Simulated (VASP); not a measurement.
**Ir: relaxation of cell and atoms with r2SCAN**

Ir:

```
Ir
1.0
    -1.49088    1.49088    1.49088
     1.49088   -1.49088    1.49088
     1.49088    1.49088   -1.49088
Ir
1
Direct
  0.00000 0.00000 0.00000
```

This isn't the form of Ir at room conditions, which is fcc.

```
Program                : VASP 6.6.1
Task                   : relaxation of cell and atoms
Functional             : r2SCAN
Potentials or basis    : VASP PAW PBE potentials, release 64 (Ir_sv_GW)
Cutoff                 : 620 eV
k mesh                 : 10 × 10 × 10
Occupations            : gaussian, width 0.1 eV
Spin                   : no spin polarisation
Dipole correction      : no
Further INCAR settings : ALGO = Normal; EDIFF = 1e-07; IBRION = 2; EDIFFG = -0.05; NSW = 80; ISIF = 3
```

| Quantity | Value |
| --- | --- |
| Relaxed volume | 14.65 Å³/atom |
| Relaxed cell | a = 2.670 Å, b = 2.670 Å, c = 2.670 Å, α = 109.47°, β = 109.47°, γ = 109.47° |
| Space group after relaxing (to 0.1 Å) | Im-3m (No. 229) |
| Pressure after relaxing | 0.0 GPa |
| Band gap on the k mesh | zero (an odd number of electrons rules out a gap without spin polarisation) |

Final structure:
```
CELL_PARAMETERS angstrom
-1.54145 1.54145 1.54145
1.54145 -1.54145 1.54145
1.54145 1.54145 -1.54145
ATOMIC_POSITIONS crystal
Ir 0.00000 0.00000 0.00000
```

Levels at points of the mesh, in eV from the Fermi level:
| k point | band 6 | band 7 | band 8 | band 9 | band 10 | band 11 |
| --- | --- | --- | --- | --- | --- | --- |
| (0.00, 0.00, 0.00) | -3.64 | -3.64 | -3.64 | -0.57 | -0.57 | 17.08 |
| (0.50, 0.00, 0.00) | -5.52 | -0.72 | -0.06 | 0.02 | 2.34 | 8.37 |
| (0.50, 0.50, 0.50) | -7.21 | 1.63 | 1.63 | 1.63 | 8.25 | 8.25 |

Wall time 4.8 min on 1 thread of Intel(R) Xeon(R) Platinum 8259CL CPU @ 2.50GHz (Skylake/Cascade Lake), with other jobs on the host, peak memory 0.16 GiB.

Caveat: the PAW data sets were made with another functional, which shifts forces and pressure a little; spin-orbit coupling is left out, which moves the levels of the heavy elements. Zero-point motion and thermal expansion aren't in these numbers.
